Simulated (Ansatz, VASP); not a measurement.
# One calculation of Li2O, two programs

```
Li O
1.0
     0.00000    2.30500    2.31268
     2.30500    0.00000    2.31268
     2.30500    2.30500    0.00000
Li O
2 1
Direct
  0.25000 0.25000 0.25000
  0.75000 0.75000 0.75000
  0.00000 0.00000 0.00000
```

Alike in both runs: task single point; functional PBE; k mesh 7 × 7 × 7; occupations gaussian, width 0.02 eV; no spin polarisation.

|  | VASP | Ansatz |
| --- | --- | --- |
| version | VASP 6.6.1 | Ansatz 0.2.0 |
| potentials or method | VASP PAW PBE potentials, release 64 (Li_sv, O), cutoff 750 eV | plane waves, PAW |
| valence electrons in the cell | 12 | 12 |

VASP gave:

```
pressure (GPa)                                                : 0.2
traceless stress, the component that is largest in VASP (GPa) : -0.41
```

Problem. Estimate Ansatz's values.

Solution. Pressure (GPa): 0.6; traceless stress, the component that is largest in VASP (GPa): -0.41.

The functional is the same, so the differences come from potentials, cutoffs and numerics.
